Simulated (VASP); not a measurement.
# Si7Ge (R3m) in VASP: a series of runs, part 2 of 2

VASP 6.6.1. The steps go on from the part before.

### 3 Single point, PBEsol (atom 8 (Ge) moved +0.225 Å towards its neighbour atom 1 (Si) at 2.391 Å)

INCAR reads:

```
SYSTEM = Si7Ge
PREC = Accurate
ENCUT = 520
EDIFF = 1E-7
ISMEAR = 0
SIGMA = 0.03
LREAL = .False.
LASPH = .True.
NELM = 80
ALGO = Normal
ISIF = 2
LWAVE = .False.
LCHARG = .False.
GGA = PS
NBANDS = 31
```

KPOINTS reads:

```
regular mesh
0
Gamma
  6 6 6
  0 0 0
```

POSCAR reads:

```
Si7Ge
1.0
    5.4653950700      0.0000000000      0.0000000000
    0.0000000000      5.4653950700      0.0000000000
    0.0000000000      0.0000000000      5.4653950700
Si Ge
7 1
Direct
    0.2526152100      0.2526152100      0.2526152100
    0.0000000000      0.5000000000      0.5000000000
    0.5000000000      0.5000000000      0.0000000000
    0.5000000000      0.0000000000      0.5000000000
    0.7473847900      0.2526152100      0.7473847900
    0.7473847900      0.7473847900      0.2526152100
    0.2526152100      0.7473847900      0.7473847900
    0.0237684209      0.0237684209      0.0237684209
```

Potentials or basis: VASP PAW PBE potentials, release 64 (Si, Ge_d).

On the command line:

```
$ cat potpaw_PBE.64/Si/POTCAR potpaw_PBE.64/Ge_d/POTCAR > POTCAR
$ mpirun -np 1 vasp_std > vasp.out
```

OUTCAR:

```text
SYSTEM = Si7Ge
   PREC = Accurate
   ENCUT = 520
   EDIFF = 1E-7
   ISMEAR = 0
   LREAL = .False.
   LASPH = .True.
   NELM = 80
   ISIF = 2
   GGA = PS

 ion  position               nearest neighbor table
   1  0.253  0.253  0.253-   8 2.17   3 2.36   4 2.36   2 2.36
   2  0.000  0.500  0.500-   1 2.36   5 2.36   6 2.36   7 2.36
   3  0.500  0.500  0.000-   1 2.36   5 2.36   6 2.36   7 2.36
   4  0.500  0.000  0.500-   1 2.36   5 2.36   6 2.36   7 2.36
   5  0.747  0.253  0.747-   2 2.36   3 2.36   4 2.36   8 2.48
   6  0.747  0.747  0.253-   2 2.36   3 2.36   4 2.36   8 2.48
   7  0.253  0.747  0.747-   2 2.36   3 2.36   4 2.36   8 2.48
   8  0.024  0.024  0.024-   1 2.17   5 2.48   6 2.48   7 2.48

  LATTYP: Found a simple cubic cell.
 ALAT       =     5.4653950700

  Lattice vectors:

 A1 = (   5.4653950700,   0.0000000000,   0.0000000000)
 A2 = (   0.0000000000,   5.4653950700,   0.0000000000)
 A3 = (   0.0000000000,   0.0000000000,   5.4653950700)

Analysis of symmetry for initial positions (statically):
=====================================================================
[... 193 lines left out ...]
  band No.  band energies     occupation
      1     -18.5718      2.00000
      2     -18.5372      2.00000
      3     -18.5372      2.00000
      4     -18.5177      2.00000
      5     -18.5177      2.00000
      6      -6.4996      2.00000
[... 805 lines left out ...]
     30      10.0956      0.00000
     31      10.3001      0.00000

 [... further k-points ...]

------------------------ aborting loop because EDIFF is reached ----------------------------------------

  FORCE on cell =-STRESS in cart. coord.  units (eV):
  Direction    XX          YY          ZZ          XY          YZ          ZX
  --------------------------------------------------------------------------------------
  -------------------------------------------------------------------------------------
  Total        0.3639386      0.3639386      0.3639386      1.7723040      1.7723040      1.7723040
  in kB        3.5716921      3.5716921      3.5716921     17.3933849     17.3933849     17.3933849
  external PRESSURE =       3.5716921 kB  Pullay stress =       0.0000000 kB

 VOLUME and BASIS-vectors are now :
 -----------------------------------------------------------------------------
  energy-cutoff  :      520.00
  volume of cell :      163.25
      direct lattice vectors                 reciprocal lattice vectors
     5.465395070  0.000000000  0.000000000     0.182969390  0.000000000  0.000000000
     0.000000000  5.465395070  0.000000000     0.000000000  0.182969390  0.000000000
     0.000000000  0.000000000  5.465395070     0.000000000  0.000000000  0.182969390

 POSITION                                       TOTAL-FORCE (eV/Angst)
 -----------------------------------------------------------------------------------
      1.38064      1.38064      1.38064         1.566206      1.566206      1.566206
      0.00000      2.73270      2.73270        -0.194484      0.105841      0.105841
      2.73270      2.73270      0.00000         0.105841      0.105841     -0.194484
      2.73270      0.00000      2.73270         0.105841     -0.194484      0.105841
      4.08475      1.38064      4.08475         0.402187     -0.164069      0.402187
      4.08475      4.08475      1.38064         0.402187      0.402187     -0.164069
      1.38064      4.08475      4.08475        -0.164069      0.402187      0.402187
      0.12990      0.12990      0.12990        -2.223709     -2.223709     -2.223709
 -----------------------------------------------------------------------------------
    total drift:                                0.000078      0.000078      0.000078

  FREE ENERGIE OF THE ION-ELECTRON SYSTEM (eV)
  ---------------------------------------------------
  free  energy   TOTEN  =       -44.7377347562 eV

  energy  without entropy=      -44.7377347537  energy(sigma->0) =      -44.73773475
```

OSZICAR:

```text
N       E                     dE             d eps       ncg     rms          rms(c)
DAV:   1     0.221490025419E+03    0.22149E+03   -0.16690E+04  2487   0.184E+03
DAV:   2    -0.125663161343E+02   -0.23406E+03   -0.22052E+03  2200   0.468E+02
DAV:   3    -0.441725008823E+02   -0.31606E+02   -0.31079E+02  2389   0.101E+02
DAV:   4    -0.455663123823E+02   -0.13938E+01   -0.13906E+01  2567   0.240E+01
DAV:   5    -0.456017640412E+02   -0.35452E-01   -0.35447E-01  2447   0.389E+00    0.957E+00
DAV:   6    -0.450033450685E+02    0.59842E+00   -0.29113E-01  2384   0.249E+00    0.569E+00
DAV:   7    -0.447350340718E+02    0.26831E+00   -0.54870E-01  2181   0.319E+00    0.378E-01
DAV:   8    -0.447371184308E+02   -0.20844E-02   -0.44342E-02  2625   0.144E+00    0.221E-01
DAV:   9    -0.447376053519E+02   -0.48692E-03   -0.22044E-03  2577   0.308E-01    0.125E-01
DAV:  10    -0.447377128272E+02   -0.10748E-03   -0.36269E-04  2327   0.106E-01    0.413E-02
DAV:  11    -0.447377345716E+02   -0.21744E-04   -0.52323E-05  2461   0.487E-02    0.119E-02
DAV:  12    -0.447377347568E+02   -0.18526E-06   -0.38385E-06  2666   0.146E-02    0.560E-03
DAV:  13    -0.447377347562E+02    0.59208E-09   -0.98494E-07  2343   0.655E-03
   1 F= -.44737735E+02 E0= -.44737735E+02  d E =-.251646E-08
```

stdout:

```text
POSCAR found type information on POSCAR SiGe
 POSCAR found :  2 types and       8 ions
 scaLAPACK will be used
 -----------------------------------------------------------------------------
|                                                                             |
|                                                                             |
|     You enforced a specific xc type in the INCAR file but a different       |
|     I HOPE YOU KNOW WHAT YOU ARE DOING!                                     |
|                                                                             |
 -----------------------------------------------------------------------------

 LDA part: xc-table for (Slater+PW92), standard interpolation
 POSCAR, INCAR and KPOINTS ok, starting setup
 FFT: planning ... GRIDC
 FFT: planning ... GRID_SOFT
 FFT: planning ... GRID
 WAVECAR not read
 entering main loop
```

Run time: 85 s. Hardware: 1 thread of Intel Xeon 6975P-C (Granite Rapids), shared host; peak memory 0.33 GiB.

What came out:

```yaml
Free_energy: -44.7377 eV
Pressure: 0.4 GPa
Largest_force: 3.852 eV/Å
Band_gap_on_the_k_mesh: 0.20 eV
```

Forces on the atoms (eV/Å):
```
Si   1.566  1.566  1.566
Si  -0.194  0.106  0.106
Si   0.106  0.106 -0.194
Si   0.106 -0.194  0.106
Si   0.402 -0.164  0.402
Si   0.402  0.402 -0.164
Si  -0.164  0.402  0.402
Ge  -2.224 -2.224 -2.224
```

Caveat: the cell differs from its parent crystal (atom 8 (Ge) moved +0.225 Å towards its neighbour atom 1 (Si) at 2.391 Å); the PAW data sets were made with another functional, which shifts forces and pressure a little. A k mesh can miss the band edges.
